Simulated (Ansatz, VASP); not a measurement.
## One calculation of InSe, two programs

INCAR

```
PREC = Accurate ; ENCUT = 400
EDIFF = 1E-6 ; ISMEAR = 0
SIGMA = 0.05 ; LREAL = F
LASPH = T ; NELM = 120
ALGO = Normal ; ISIF = 2
LWAVE = F ; LCHARG = T
LDIPOL = T ; IDIPOL = 3
DIPOL = 0.5 0.5 0.412 ; GGA = PE
IVDW = 12 ; LELF = T
LVHAR = T ; LVACPOTAV = T
NBANDS = 48 ; GGA_COMPAT = F
NELMDL = -8
```

The input KPOINTS:

```
Automatic mesh
0
Gamma
  9 9 1
```

The input POSCAR:

```
InSe
1.0
    4.0266103653      0.0000000000      0.0000000000
   -2.0133051827      3.4871468675      0.0000000000
    0.0000000000      0.0000000000     28.2707107737
Se In
4 4
Direct
    0.0000000000      0.0000000000      0.1591753400
    0.0000000000      0.0000000000      0.3496677344
    0.2222222222      0.8888888889      0.4738244996
    0.2222222222      0.8888888889      0.6643168940
    0.6666666667      0.3333333333      0.2049979902
    0.6666666667      0.3333333333      0.3038451596
    0.8888888889      1.2222222222      0.5196471499
    0.8888888889      1.2222222222      0.6184943192
```

Input for Ansatz:

```yaml
crystal:
  lattice:
    - [4.0266103653, 0.0, 0.0]
    - [-2.0133051827, 3.4871468675, 0.0]
    - [0.0, 0.0, 28.2707107737]
  atoms:
    - { symbol: Se, position: [0.0, 0.0, 0.15917534] }
    - { symbol: In, position: [0.6666666667, 0.3333333333, 0.2049979902] }
    - { symbol: In, position: [0.6666666667, 0.3333333333, 0.3038451596] }
    - { symbol: Se, position: [0.0, 0.0, 0.3496677344] }
    - { symbol: Se, position: [0.2222222222, 0.8888888889, 0.4738244996] }
    - { symbol: In, position: [0.8888888889, 1.2222222222, 0.5196471499] }
    - { symbol: In, position: [0.8888888889, 1.2222222222, 0.6184943192] }
    - { symbol: Se, position: [0.2222222222, 0.8888888889, 0.664316894] }
basis:
  ecutwfc: 420
kpoints:
  mp_grid: { grid: [9, 9, 1] }
hamiltonian:
  xc: pbe
  pseudopotentials: { kind: paw, azcp: { folder: soft_1 } }
  dispersion: d3bj
scf:
  occupations: { method: gaussian, width: 0.05 }
output:
  forces: true
  eigenvalues: true
efield:
  axis: 3
  dipole_correction: true
  ramp_width: 0.04
```

Alike in both runs: task single point; functional PBE; dispersion D3(BJ); k mesh 9 × 9 × 1; occupations gaussian, width 0.05 eV; no spin polarisation.

```csv
,VASP,Ansatz
version,VASP 6.6.1,Ansatz 0.2.0
potentials or method,"VASP PAW PBE potentials, release 64 (Se, In_d), cutoff 400 eV","scalar-relativistic, plane waves, PAW"
valence electrons in the cell,76,116
```

VASP gave:

* gap on the k mesh at the Fermi level (eV): 1.17
* least direct gap on the mesh (eV): 1.21
* rms of the force components (eV/Å): 0.016

Which values does Ansatz return?

gap on the k mesh at the Fermi level (eV): 1.18; least direct gap on the mesh (eV): 1.22; rms of the force components (eV/Å): 0.015.

VASP's potentials hold 76 valence electrons a cell and Ansatz's 116, so a difference there can come from the potentials and not from the codes.
